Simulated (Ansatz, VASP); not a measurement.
# Ni in VASP and in Ansatz

```
Ni
1.0
     0.00000    1.86740    1.86740
     1.76795    0.09945    1.76795
     1.76795    1.76795    0.09945
Ni
1
Cartesian
  0.0000 0.0000 0.0000
```

Change from the starting cell: strain +0.1125 x Voigt [0, 0, 0, 1, 0, 0], atoms carried along.

Alike in both runs: task single point; functional PBEsol; k mesh 22 × 22 × 22; occupations gaussian, width 0.15 eV; collinear spin.

```csv
,VASP,Ansatz
version,VASP 6.6.1,Ansatz 0.2.0
potentials or method,"VASP PAW PBE potentials, release 64 (Ni), cutoff 520 eV","scalar-relativistic, plane waves, PAW"
valence electrons in the cell,10,18
```

|  | VASP | Ansatz | Ansatz less VASP |
| --- | --- | --- | --- |
| gap on the k mesh at the Fermi level (eV) | none | none | - |
| pressure (GPa) | -9.5 | -9.6 | -0.14 |
| traceless stress, the component that is largest in VASP (GPa) | -13.51 | -13.82 | -0.311 |
| net moment per atom (μB) | 0.62 | 0.64 | +0.013 |
| size of the moment on the site where the two differ most (μB) | 0.63 | 0.68 | +0.042 |

VASP's potentials were made for PBE, not for PBEsol. Site moments also hang on the region over which each program counts them. A gap of «none» marks a metal or a gap that the smearing closes. With one functional, cell and mesh, what is left measures potentials, basis and numerics. VASP's potentials hold 10 valence electrons a cell and Ansatz's 18, so a difference there can come from the potentials and not from the codes.
